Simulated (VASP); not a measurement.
# Mg (Fd-3m) in VASP: a series of runs

Runs on Mg. Level: LDA. Tasks: single point.

All numbers are computed with VASP 6.6.1; they aren't measurements. Logs are shortened: lines on timing, memory, paths and dates and some standing lists are left out, and cuts for length are marked.

## (1) The cell of the first run

Symmetry: Fd-3m, No. 227, cubic system. The conventional cell has a = 4.934 Å, b = 4.934 Å, c = 4.934 Å, α = 90.00°, β = 90.00°, γ = 90.00°. Mg (site symmetry -43m) has 4 Mg at 2.14 Å within 2.8 Å.

This isn't the form of Mg at room conditions, which is hcp.

## (2) Single point, LDA (15.02 Å³/atom)

File INCAR:

```
PREC = Accurate
ENCUT = 520
EDIFF = 1E-7
ISMEAR = -1
SIGMA = 0.08
LREAL = F
LASPH = T
NELM = 100
ALGO = Normal
ISIF = 2
LWAVE = F
LCHARG = F
GGA = CA
NBANDS = 9
```

File KPOINTS:

```
Automatic mesh
0
Gamma
  12 12 12
```

File POSCAR:

```
Mg
1.0
    0.0000000000      2.4671728140      2.4671728140
    2.4671728140      0.0000000000      2.4671728140
    2.4671728140      2.4671728140      0.0000000000
Mg
2
Direct
   -0.1250000000     -0.1250000000     -0.1250000000
    0.1250000000      0.1250000000      0.1250000000
```

Potentials or basis: VASP PAW LDA potentials, release 64 (Mg).

On the command line:

```console
$ cat potpaw_LDA.64/Mg/POTCAR > POTCAR
$ mpirun -np 1 vasp_std > vasp.out
```

OUTCAR:

```text
PREC = Accurate
   ENCUT = 520
   EDIFF = 1E-7
   ISMEAR = -1
   LREAL = F
   LASPH = T
   NELM = 100
   ISIF = 2
   GGA = CA

 ion  position               nearest neighbor table
   1  0.875  0.875  0.875-   2 2.14   2 2.14   2 2.14   2 2.14
   2  0.125  0.125  0.125-   1 2.14   1 2.14   1 2.14   1 2.14

  LATTYP: Found a face centered cubic cell.
 ALAT       =     4.9343456280

  Lattice vectors:

 A1 = (   0.0000000000,   2.4671728140,   2.4671728140)
 A2 = (   2.4671728140,   0.0000000000,   2.4671728140)
 A3 = (   2.4671728140,   2.4671728140,   0.0000000000)

Analysis of symmetry for initial positions (statically):
=====================================================================
 Subroutine PRICEL returns:
 Original cell was already a primitive cell.

 Routine SETGRP: Setting up the symmetry group for a
 face centered cubic supercell.

 Subroutine GETGRP returns: Found 48 space group operations
 (whereof 12 operations were pure point group operations)
 out of a pool of 48 trial point group operations.

The static configuration has the point symmetry D_3d.
 The point group associated with its full space group is O_h .

Analysis of symmetry for dynamics (positions and initial velocities):
=====================================================================
 Subroutine PRICEL returns:
 Original cell was already a primitive cell.

 Routine SETGRP: Setting up the symmetry group for a
 face centered cubic supercell.

 Subroutine GETGRP returns: Found 48 space group operations
 (whereof 12 operations were pure point group operations)
 out of a pool of 48 trial point group operations.

The dynamic configuration has the point symmetry D_3d.
 The point group associated with its full space group is O_h .

 Subroutine INISYM returns: Found 48 space group operations
 (whereof 12 operations are pure point group operations),
 and found     1 'primitive' translations

----------------------------------------------------------------------------------------

                                     Primitive cell

  volume of cell :      30.0351

  direct lattice vectors                    reciprocal lattice vectors
     0.000000000  2.467172814  2.467172814    -0.202661118  0.202661118  0.202661118
     2.467172814  0.000000000  2.467172814     0.202661118 -0.202661118  0.202661118
     2.467172814  2.467172814  0.000000000     0.202661118  0.202661118 -0.202661118

  length of vectors
     3.489109254  3.489109254  3.489109254     0.351019353  0.351019353  0.351019353

  position of ions in fractional coordinates (direct lattice)
     0.875000000  0.875000000  0.875000000
     0.125000000  0.125000000  0.125000000

  ion indices of the primitive-cell ions
   primitive index   ion index
                 1           1
                 2           2

----------------------------------------------------------------------------------------

 KPOINTS: Automatic mesh

Automatic generation of k-mesh.
 Grid dimensions read from file:
 generate k-points for:   12   12   12

 Generating k-lattice:

  Cartesian coordinates                     Fractional coordinates (reciprocal lattice)
    -0.016888426  0.016888426  0.016888426     0.083333333  0.000000000  0.000000000
     0.016888426 -0.016888426  0.016888426     0.000000000  0.083333333  0.000000000
     0.016888426  0.016888426 -0.016888426     0.000000000  0.000000000  0.083333333

  Length of vectors
     0.029251613  0.029251613  0.029251613

  Shift w.r.t. Gamma in fractional coordinates (k-lattice)
     0.000000000  0.000000000  0.000000000

 Subroutine IBZKPT returns following result:
 ===========================================

 Found     72 irreducible k-points:

 Following reciprocal coordinates:
            Coordinates               Weight
  0.000000  0.000000  0.000000      1.000000
  0.083333  0.000000  0.000000      8.000000
  0.166667  0.000000  0.000000      8.000000
  0.250000  0.000000  0.000000      8.000000
  0.333333  0.000000  0.000000      8.000000
  0.416667  0.000000  0.000000      8.000000
[... 16 lines left out ...]
  0.500000  0.166667  0.000000     24.000000
 -0.416667  0.166667  0.000000     24.000000
 [... further k-points ...]
   k-points           NKPTS =     72   k-points in BZ     NKDIM =     72   number of bands    NBANDS=      9
   number of dos      NEDOS =    301   number of ions     NIONS =      2
   total plane-waves  NPLWV =  21952
   dimension x,y,z NGX =    28 NGY =   28 NGZ =   28
   dimension x,y,z NGXF=    56 NGYF=   56 NGZF=   56
   ions per type =               2
   NGX,Y,Z   is equivalent  to a cutoff of  13.34, 13.34, 13.34 a.u.
   NGXF,Y,Z  is equivalent  to a cutoff of  26.68, 26.68, 26.68 a.u.
 SYSTEM =  unknown system
   PREC   = accura    normal or accurate (medium, high low for compatibility)
   ISTART =      0    job   : 0-new  1-cont  2-samecut
   ICHARG =      2    charge: 1-file 2-atom 10-const
   ISPIN  =      1    spin polarized calculation?
   LNONCOLLINEAR =      F non collinear calculations
   LSORBIT =      F    spin-orbit coupling
   LASPH  =      T    aspherical Exc in radial PAW
   ENCUT  =  520.0 eV  38.22 Ry    6.18 a.u.   6.49  6.49  6.49*2*pi/ulx,y,z
   NELM   =    100;   NELMIN=  2; NELMDL= -5     # of ELM steps
   EDIFF  = 0.1E-06   stopping-criterion for ELM
   LREAL  =      F    real-space projection
   EDIFFG = 0.1E-05   stopping-criterion for IOM
   NSW    =      0    number of steps for IOM
   IBRION =     -1    ionic relax: 0-MD 1-quasi-New 2-CG
   NFREE  =      0    steps in history (QN), initial steepest desc. (CG)
   ISIF   =      2    stress and relaxation
   ISYM   =      2    0-nonsym 1-usesym 2-fastsym
   POTIM  = 0.5000    time-step for ionic-motion
   TEBEG  =    0.0;   TEEND  =   0.0 temperature during run
   PSTRESS=    0.0 pullay stress
   NELECT =       4.0000    total number of electrons
   NUPDOWN=      -1.0000    fix difference up-down
   EMIN   =  10.00;   EMAX   =-10.00  energy-range for DOS
   EFERMI =   0.00;   METHOD = LEGACY
   ISMEAR =    -1;   SIGMA  =   0.08  broadening in eV -4-tet -1-fermi 0-gaus
   EFERMI_NEDOS =   21; number of points for ismear=-14 and -15
   IALGO  =     38    algorithm
   IMIX   =      4    mixing-type and parameters
     AMIX     =   0.40;   BMIX     =  1.00
     AMIX_MAG =   1.60;   BMIX_MAG =  1.00
  volume/ion in A,a.u.               =      15.02       101.34
  Fermi-wavevector in a.u.,A,eV,Ry     =   0.836024  1.579856  9.509597  0.698936
  Thomas-Fermi vector in A             =   1.949679
   LORBIT       =      0    0 simple, 1 ext, 2 COOP (PROOUT), +10 PAW based schemes
   GGA     = CA    functional components
   LHFCALC =     F    Hartree Fock is set to
   AEXX    =    0.0000 exact exchange contribution
   IVDW    =     0    specifies the selected vdW correction
   LEPSILON=     F    determine dielectric tensor
   LRPA    =     F    only Hartree local field effects (RPA)
 non-spin polarized calculation
  energy-cutoff  :      520.00
  volume of cell :       30.04
 maximum number of plane-waves:       869
 NGX is ok and might be reduce to    28
   NGX = 13   NGY = 13   NGZ = 13

 number of electron       4.0000000 magnetization

 Free energy of the ion-electron system (eV)
  ---------------------------------------------------
  ext. energy  EPLUGINS =         0.00000000
  ---------------------------------------------------
  free energy    TOTEN  =         2.30316692 eV

  energy without entropy =        2.31794023  energy(sigma->0) =        2.31055358

 E-fermi :   5.2157     XC(G=0): -10.0816

 val. band max:        5.1546717291   @ k =  -0.3333   0.4167   0.1667
 cond. band min:       5.3174627963   @ k =   0.5000   0.3333   0.1667
 fundamental gap:      0.1627910672
 Fermi energy:         5.2157086190

 k-point     1 :       0.0000    0.0000    0.0000
  band No.  band energies     occupation
      1      -3.6800      2.00000
      2      11.5940      0.00000
      3      11.5940      0.00000
      4      11.5940      0.00000
      5      12.2440      0.00000
      6      12.2440      0.00000
      7      12.2440      0.00000
      8      15.3553      0.00000
      9      15.3553      0.00000

 k-point     2 :       0.0833    0.0000    0.0000
  band No.  band energies     occupation
      1      -3.5504      2.00000
      2      10.0720      0.00000
      3      11.1596      0.00000
      4      11.1596      0.00000
      5      12.8591      0.00000
      6      12.8591      0.00000
      7      13.1416      0.00000
      8      14.8997      0.00000
      9      14.8997      0.00000

 k-point     3 :       0.1667    0.0000    0.0000
  band No.  band energies     occupation
      1      -3.1631      2.00000
      2       8.0505      0.00000
      3      10.6939      0.00000
      4      10.6939      0.00000
      5      13.5188      0.00000
      6      13.5188      0.00000
      7      13.5822      0.00000
      8      14.3535      0.00000
      9      14.3535      0.00000

 k-point     4 :       0.2500    0.0000    0.0000
  band No.  band energies     occupation
      1      -2.5229      2.00000
      2       6.0311      0.00007
      3      10.4077      0.00000
      4      10.4077      0.00000
      5      12.7786      0.00000
      6      12.7786      0.00000
      7      13.6959      0.00000
      8      15.4083      0.00000
      9      15.4083      0.00000
[... 205 lines left out ...]
 k-point    22 :       0.4167    0.1667    0.0000
  band No.  band energies     occupation
      1      -0.8467      2.00000
      2       3.9349      2.00000
      3       8.3332      0.00000
      4       8.5674      0.00000
      5      10.0814      0.00000
      6      14.1922      0.00000
      7      14.2442      0.00000
      8      16.6805      0.00000
      9      17.8829      0.00000

 k-point    23 :       0.5000    0.1667    0.0000
  band No.  band energies     occupation
      1       0.3417      2.00000
      2       2.2641      2.00000
      3       7.6585      0.00000
      4       8.7333      0.00000
      5      10.2867      0.00000
      6      13.5914      0.00000
      7      15.4593      0.00000
      8      17.2357      0.00000
      9      17.5204      0.00000

 k-point    24 :      -0.4167    0.1667    0.0000
  band No.  band energies     occupation
      1       0.7868      2.00000
      2       1.7495      2.00000
      3       7.1914      0.00000
      4       9.0952      0.00000
      5      10.7080      0.00000
      6      13.1633      0.00000
      7      15.7032      0.00000
      8      17.5266      0.00000
      9      18.0345      0.00000

 [... further k-points ...]

------------------------ aborting loop because EDIFF is reached ----------------------------------------

  FORCE on cell =-STRESS in cart. coord.  units (eV):
  Direction    XX          YY          ZZ          XY          YZ          ZX
  --------------------------------------------------------------------------------------
  -------------------------------------------------------------------------------------
  Total       11.6553222     11.6553222     11.6553222      0.0000000      0.0000000      0.0000000
  in kB      621.7362030    621.7362030    621.7362030      0.0000000      0.0000000      0.0000000
  external PRESSURE =     621.7362030 kB  Pullay stress =       0.0000000 kB

 VOLUME and BASIS-vectors are now :
 -----------------------------------------------------------------------------
  energy-cutoff  :      520.00
  volume of cell :       30.04
      direct lattice vectors                 reciprocal lattice vectors
     0.000000000  2.467172814  2.467172814    -0.202661118  0.202661118  0.202661118
     2.467172814  0.000000000  2.467172814     0.202661118 -0.202661118  0.202661118
     2.467172814  2.467172814  0.000000000     0.202661118  0.202661118 -0.202661118

 POSITION                                       TOTAL-FORCE (eV/Angst)
 -----------------------------------------------------------------------------------
      4.31755      4.31755      4.31755        -0.000000      0.000000      0.000000
      0.61679      0.61679      0.61679         0.000000     -0.000000     -0.000000
 -----------------------------------------------------------------------------------
    total drift:                               -0.000000     -0.000000      0.000000

  FREE ENERGIE OF THE ION-ELECTRON SYSTEM (eV)
  ---------------------------------------------------
  free  energy   TOTEN  =         2.3031669206 eV

  energy  without entropy=        2.3179402304  energy(sigma->0) =        2.31055358
```

Run time: 15 s. Hardware: 1 thread of AMD EPYC 7R43 (Zen 3), shared host; peak memory 0.11 GiB.

Results:

| Item | Value |
| --- | --- |
| Free energy | 2.3032 eV |
| Pressure | 62.2 GPa |
| Band gap on the k mesh | zero (bands 2 and 3 overlap by 8.50 eV) |

Caveat: the cell stands under pressure.

## (3) Single point, LDA (15.02 Å³/atom)

File INCAR:

```
SYSTEM = Mg
ALGO = Normal ; EDIFF = 1E-6
ENCUT = 520 ; ISIF = 2
ISMEAR = -1 ; LASPH = .True.
LCHARG = .True. ; LELF = .True.
LREAL = .False. ; LVHAR = .True.
LWAVE = .False. ; NBANDS = 9
NELM = 60 ; PREC = Accurate
SIGMA = 0.08
```

File KPOINTS:

```
k-points
0
Gamma
  12 12 12
  0 0 0
```

POSCAR is that of step 2.

Potentials or basis: VASP PAW LDA potentials, release 64 (Mg).

On the command line:

```console
$ cat potpaw_LDA.64/Mg/POTCAR > POTCAR
$ mpirun -np 1 vasp_std > vasp.out
```

Wall time 16 s (1 thread of AMD EPYC 7R43 (Zen 3), shared host); peak memory 0.11 GiB.

Results (log left out):

- Free energy: 2.3032 eV
- Pressure: 62.2 GPa
- Band gap on the k mesh: zero (bands 2 and 3 overlap by 8.50 eV)

Levels at points of the mesh, in eV from the Fermi level:
```
           k point  band 1  band 2  band 3  band 4  band 5
(0.00, 0.00, 0.00)   -8.90    6.38    6.38    6.38    7.03
(0.50, 0.00, 0.00)   -4.44   -4.33    5.36    5.36    5.69
(0.50, 0.50, 0.00)   -2.96   -2.96    1.94    1.94    3.31
```

Caveat: the cell stands under pressure.

(Continued in part 2 of 2.)
